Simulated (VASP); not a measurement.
# SiC (F-43m) in VASP: a series of runs

The runs below take SiC through vibrations by perturbation theory, with PBEsol.

Everything below comes from runs of VASP 6.6.1. Logs are shortened: lines on timing, memory, paths and dates and some standing lists are left out, and cuts for length are marked.

### Step 1. The cell of the first run

Symmetry: F-43m, No. 216, cubic system. Conventional cell: a = 4.270 Å, b = 4.270 Å, c = 4.270 Å, α = 90.00°, β = 90.00°, γ = 90.00°. Within 2.5 Å of Si (site symmetry -43m) lie 4 C at 1.85 Å. Within 2.5 Å of C (site symmetry -43m) lie 4 Si at 1.85 Å.

### Step 2. Vibrations by perturbation theory, PBEsol

Input file INCAR:

```
SYSTEM = SiC
  PREC = Accurate
  ENCUT = 520
  EDIFF = 1E-8
  ISMEAR = 0
  SIGMA = 0.01
  LREAL = .FALSE.
  LASPH = .TRUE.
  NELM = 80
  ALGO = Normal
  ISIF = 2
  LWAVE = .FALSE.
  LCHARG = .TRUE.
  GGA = PS
  IBRION = 8
  NSW = 1
```

Input file KPOINTS:

```
Automatic mesh
0
G
  10 10 10
  0 0 0
```

Input file POSCAR:

```
SiC
1.0
    2.1351072847      2.1351072847      0.0000000000
   -2.1351072847      2.1351072847      0.0000000000
    0.0000000000      2.1351072847      2.1351072847
Si C
1 1
Direct
    0.0000000000      0.0000000000      0.0000000000
    0.7500000000      0.2500000000      0.5000000000
```

Potentials or basis: VASP PAW PBE potentials, release 64 (Si, C).

On the command line:

```
$ cat potpaw_PBE.64/Si/POTCAR potpaw_PBE.64/C/POTCAR > POTCAR
$ mpirun -np 1 vasp_std > vasp.out
```

OUTCAR:

```text
SYSTEM = SiC
   PREC = Accurate
   ENCUT = 520
   EDIFF = 1E-8
   ISMEAR = 0
   LREAL = .FALSE.
   LASPH = .TRUE.
   NELM = 80
   ISIF = 2
   GGA = PS
   IBRION = 8
   NSW = 1

 ion  position               nearest neighbor table
   1  0.000  0.000  0.000-   2 1.85   2 1.85   2 1.85   2 1.85
   2  0.750  0.250  0.500-   1 1.85   1 1.85   1 1.85   1 1.85

  LATTYP: Found a face centered cubic cell.
 ALAT       =     4.2702145694

  Lattice vectors:

 A1 = (   0.0000000000,   2.1351072847,   2.1351072847)
 A2 = (   2.1351072847,   0.0000000000,   2.1351072847)
 A3 = (   2.1351072847,   2.1351072847,   0.0000000000)

Analysis of symmetry for initial positions (statically):
=====================================================================
 Subroutine PRICEL returns:
 Original cell was already a primitive cell.

 Routine SETGRP: Setting up the symmetry group for a
 face centered cubic supercell.

 Subroutine GETGRP returns: Found 24 space group operations
 (whereof 24 operations were pure point group operations)
 out of a pool of 48 trial point group operations.

The static configuration has the point symmetry T_d .

Analysis of symmetry for dynamics (positions and initial velocities):
=====================================================================
 Subroutine PRICEL returns:
 Original cell was already a primitive cell.

 Routine SETGRP: Setting up the symmetry group for a
 face centered cubic supercell.

 Subroutine GETGRP returns: Found 24 space group operations
 (whereof 24 operations were pure point group operations)
 out of a pool of 48 trial point group operations.

The dynamic configuration has the point symmetry T_d .

 Subroutine INISYM returns: Found 24 space group operations
 (whereof 24 operations are pure point group operations),
 and found     1 'primitive' translations

----------------------------------------------------------------------------------------

                                     Primitive cell

  volume of cell :      19.4666

  direct lattice vectors                    reciprocal lattice vectors
     2.135107285  2.135107285  0.000000000     0.234180270  0.234180270 -0.234180270
    -2.135107285  2.135107285  0.000000000    -0.234180270  0.234180270 -0.234180270
     0.000000000  2.135107285  2.135107285     0.000000000  0.000000000  0.468360540

  length of vectors
     3.019497679  3.019497679  3.019497679     0.405612125  0.405612125  0.468360540

  position of ions in fractional coordinates (direct lattice)
     0.000000000  0.000000000  0.000000000
     0.750000000  0.250000000  0.500000000

  ion indices of the primitive-cell ions
   primitive index   ion index
                 1           1
                 2           2

----------------------------------------------------------------------------------------

 KPOINTS: Automatic mesh

Automatic generation of k-mesh.
 Grid dimensions read from file:
 generate k-points for:   10   10   10

 Generating k-lattice:

  Cartesian coordinates                     Fractional coordinates (reciprocal lattice)
     0.023418027  0.023418027 -0.023418027     0.100000000  0.000000000  0.000000000
    -0.023418027  0.023418027 -0.023418027     0.000000000  0.100000000  0.000000000
     0.000000000  0.000000000  0.046836054     0.000000000  0.000000000  0.100000000

  Length of vectors
     0.040561213  0.040561213  0.046836054

  Shift w.r.t. Gamma in fractional coordinates (k-lattice)
     0.000000000  0.000000000  0.000000000

 Subroutine IBZKPT returns following result:
 ===========================================

 Found     47 irreducible k-points:

 Following reciprocal coordinates:
            Coordinates               Weight
  0.000000  0.000000  0.000000      1.000000
  0.100000  0.000000  0.000000      8.000000
  0.200000  0.000000  0.000000      8.000000
  0.300000  0.000000  0.000000      8.000000
  0.400000  0.000000  0.000000      8.000000
  0.500000  0.000000  0.000000      4.000000
[... 16 lines left out ...]
  0.300000  0.300000  0.000000     12.000000
  0.400000  0.300000  0.000000     24.000000
 [... further k-points ...]
   k-points           NKPTS =     47   k-points in BZ     NKDIM =     47   number of bands    NBANDS=      8
   number of dos      NEDOS =    301   number of ions     NIONS =      2
   total plane-waves  NPLWV =  13824
   dimension x,y,z NGX =    24 NGY =   24 NGZ =   24
   dimension x,y,z NGXF=    48 NGYF=   48 NGZF=   48
   ions per type =               1   1
   NGX,Y,Z   is equivalent  to a cutoff of  13.21, 13.21, 13.21 a.u.
   NGXF,Y,Z  is equivalent  to a cutoff of  26.43, 26.43, 26.43 a.u.
 SYSTEM =  SiC
   PREC   = accura    normal or accurate (medium, high low for compatibility)
   ISTART =      0    job   : 0-new  1-cont  2-samecut
   ICHARG =      2    charge: 1-file 2-atom 10-const
   ISPIN  =      1    spin polarized calculation?
   LNONCOLLINEAR =      F non collinear calculations
   LSORBIT =      F    spin-orbit coupling
   LASPH  =      T    aspherical Exc in radial PAW
   ENCUT  =  520.0 eV  38.22 Ry    6.18 a.u.   5.61  5.61  5.61*2*pi/ulx,y,z
   NELM   =     80;   NELMIN=  2; NELMDL= -5     # of ELM steps
   EDIFF  = 0.1E-07   stopping-criterion for ELM
   LREAL  =      F    real-space projection
   EDIFFG = 0.1E-06   stopping-criterion for IOM
   NSW    =      1    number of steps for IOM
   IBRION =      8    ionic relax: 0-MD 1-quasi-New 2-CG
   NFREE  =      0    steps in history (QN), initial steepest desc. (CG)
   ISIF   =      2    stress and relaxation
   ISYM   =      2    0-nonsym 1-usesym 2-fastsym
   POTIM  = 0.5000    time-step for ionic-motion
   TEBEG  =    0.0;   TEEND  =   0.0 temperature during run
   PSTRESS=    0.0 pullay stress
   NELECT =       8.0000    total number of electrons
   NUPDOWN=      -1.0000    fix difference up-down
   EMIN   =  10.00;   EMAX   =-10.00  energy-range for DOS
   EFERMI =   0.00;   METHOD = LEGACY
   ISMEAR =     0;   SIGMA  =   0.01  broadening in eV -4-tet -1-fermi 0-gaus
   EFERMI_NEDOS =   21; number of points for ismear=-14 and -15
   IALGO  =     38    algorithm
   IMIX   =      4    mixing-type and parameters
     AMIX     =   0.40;   BMIX     =  1.00
     AMIX_MAG =   1.60;   BMIX_MAG =  1.00
  volume/ion in A,a.u.               =       9.73        65.68
  Fermi-wavevector in a.u.,A,eV,Ry     =   1.217144  2.300068 20.156193  1.481438
  Thomas-Fermi vector in A             =   2.352474
   LORBIT       =      0    0 simple, 1 ext, 2 COOP (PROOUT), +10 PAW based schemes
   GGA     = PS    functional components
   LHFCALC =     F    Hartree Fock is set to
   AEXX    =    0.0000 exact exchange contribution
   IVDW    =     0    specifies the selected vdW correction
   LEPSILON=     F    determine dielectric tensor
   LRPA    =     F    only Hartree local field effects (RPA)
 non-spin polarized calculation
 Gauss-broadening in eV      SIGMA  =   0.01
  energy-cutoff  :      520.00
  volume of cell :       19.47
 maximum number of plane-waves:       544
   NGX = 11   NGY = 11   NGZ = 11

--------------------------------------- Ionic step        1  -------------------------------------------

 number of electron       7.9999999 magnetization

 Free energy of the ion-electron system (eV)
  ---------------------------------------------------
  ext. energy  EPLUGINS =         0.00000000
  ---------------------------------------------------
  free energy    TOTEN  =       -15.85792030 eV

  energy without entropy =      -15.85792030  energy(sigma->0) =      -15.85792030

 E-fermi :   8.8229     XC(G=0): -11.7698

 val. band max:        8.7567774240   @ k =   0.0000   0.0000   0.0000
 cond. band min:       9.9325848105   @ k =   0.5000   0.5000   0.0000
 fundamental gap:      1.1758073865
 Fermi energy:         8.8228732573

 k-point     1 :       0.0000    0.0000    0.0000
  band No.  band energies     occupation
      1      -7.1561      2.00000
      2       8.7568      2.00000
      3       8.7568      2.00000
      4       8.7568      2.00000
      5      15.6581      0.00000
      6      16.4328      0.00000
      7      16.4328      0.00000
      8      16.4328      0.00000
[... 243 lines left out ...]
 k-point    24 :       0.4000    0.3000    0.0000
  band No.  band energies     occupation
      1      -2.1100      2.00000
      2       1.1674      2.00000
      3       3.2455      2.00000
      4       6.3559      2.00000
      5      12.3469      0.00000
      6      17.7809      0.00000
      7      20.0303      0.00000
      8      20.7976      0.00000

 [... further k-points ...]

------------------------ aborting loop because EDIFF is reached ----------------------------------------

  FORCE on cell =-STRESS in cart. coord.  units (eV):
  Direction    XX          YY          ZZ          XY          YZ          ZX
  --------------------------------------------------------------------------------------
  -------------------------------------------------------------------------------------
  Total        1.8706710      1.8706710      1.8706710      0.0000000      0.0000000      0.0000000
  in kB      153.9638997    153.9638997    153.9638997      0.0000000      0.0000000      0.0000000
  external PRESSURE =     153.9638997 kB  Pullay stress =       0.0000000 kB

 VOLUME and BASIS-vectors are now :
 -----------------------------------------------------------------------------
  energy-cutoff  :      520.00
  volume of cell :       19.47
      direct lattice vectors                 reciprocal lattice vectors
     2.135107285  2.135107285  0.000000000     0.234180270  0.234180270 -0.234180270
    -2.135107285  2.135107285  0.000000000    -0.234180270  0.234180270 -0.234180270
     0.000000000  2.135107285  2.135107285     0.000000000  0.000000000  0.468360540

 POSITION                                       TOTAL-FORCE (eV/Angst)
 -----------------------------------------------------------------------------------
      0.00000      0.00000      0.00000        -0.000000     -0.000000     -0.000000
      1.06755      3.20266      1.06755         0.000000      0.000000      0.000000
 -----------------------------------------------------------------------------------
    total drift:                               -0.000000      0.000000     -0.000000

  FREE ENERGIE OF THE ION-ELECTRON SYSTEM (eV)
  ---------------------------------------------------
  free  energy   TOTEN  =       -15.8579202979 eV

  energy  without entropy=      -15.8579202979  energy(sigma->0) =      -15.85792030

[... ionic steps 2 to 3 ...]

--------------------------------------- Ionic step        4  -------------------------------------------

------------------------ aborting loop because EDIFF is reached ----------------------------------------

[... ionic steps 5 to 6 ...]

--------------------------------------- Ionic step        7  -------------------------------------------

 Free energy of the ion-electron system (eV)
  ---------------------------------------------------
  ---------------------------------------------------
  free energy    TOTEN  =        -0.12672335 eV

  energy without entropy =       -0.12672335

------------------------ aborting loop because EDIFF is reached ----------------------------------------

 INTERNAL STRAIN TENSOR  FOR ION    2  DIRECTION 1   (eV/Angst):
 -----------------------------------------------------------------------------
     0.03448  0.00000  0.00000
     0.00000 -0.01403 12.00580
     0.00000 12.00580 -0.01403

 INTERNAL STRAIN TENSOR FOR ION    2 for displacements in x,y,z  (eV/Angst):
          X           Y           Z          XY          YZ          ZX
  --------------------------------------------------------------------------------
  x     0.00000     0.00000     0.00000     0.00000    12.00580     0.00000
  y     0.00000     0.00000     0.00000     0.00000     0.00000    12.00580
  z     0.00000     0.00000     0.00000    12.00580     0.00000     0.00000

 SECOND DERIVATIVES (NOT SYMMETRIZED)
 ------------------------------------
               1X          1Y          1Z          2X          2Y          2Z
  1X   -21.997507    0.000000    0.000000   21.997507    0.000000    0.000000
  1Y     0.000000  -21.997507    0.000000    0.000000   21.997507    0.000000
  1Z     0.000000    0.000000  -21.997507    0.000000    0.000000   21.997507
  2X    21.997718    0.000000    0.000000  -21.997718    0.000000    0.000000
  2Y     0.000000   21.997718    0.000000    0.000000  -21.997718    0.000000
  2Z     0.000000    0.000000   21.997718    0.000000    0.000000  -21.997718

 Eigenvectors and eigenvalues of the dynamical matrix
 ----------------------------------------------------

   1 f  =   25.279160 THz   158.833648 2PiTHz  843.222021 cm-1   104.546159 meV
             X         Y         Z           dx          dy          dz
      0.000000  0.000000  0.000000     0.000000    0.461652   -0.293992
      1.067554  3.202661  1.067554     0.000000   -0.705935    0.449558
[... 21 lines left out ...]
   6 f/i=    0.000056 THz     0.000349 2PiTHz    0.001852 cm-1     0.000230 meV
             X         Y         Z           dx          dy          dz
      0.000000  0.000000  0.000000     0.800277    0.234653   -0.070291
      1.067554  3.202661  1.067554     0.523348    0.153454   -0.045968

--------------------------------------------------------------------------------------------------------

 ELASTIC MODULI CONTR FROM IONIC RELAXATION (kBar)
 Direction    XX          YY          ZZ          XY          YZ          ZX
 --------------------------------------------------------------------------------
 XX          -0.0000      0.0000      0.0000      0.0000      0.0000      0.0000
 YY           0.0000     -0.0000      0.0000      0.0000      0.0000     -0.0000
 ZZ           0.0000      0.0000     -0.0000      0.0000      0.0000      0.0000
 XY           0.0000      0.0000      0.0000   -508.1160      0.0000      0.0000
 YZ           0.0000      0.0000      0.0000      0.0000   -508.1160      0.0000
 ZX           0.0000     -0.0000      0.0000      0.0000      0.0000   -508.1160
 --------------------------------------------------------------------------------
```

Run time: 60 s. Hardware: 1 thread of Intel Xeon Platinum 8259CL at 2.50GHz (Skylake/Cascade Lake), shared host; peak memory 0.2 GiB.

Results:

* Highest phonon frequency at Γ, LO-TO splitting left out: 843 cm⁻¹

Phonon frequencies in cm⁻¹ (negative: imaginary):
| q point | frequencies |
| --- | --- |
| (0.000, 0.000, 0.000) | 0 0 0 843 843 843 |

Caveat: the cell stands under pressure or tension, which shifts response properties; the PAW data sets were made with another functional, which shifts forces and pressure a little.

(Continued in part 2 of 2.)
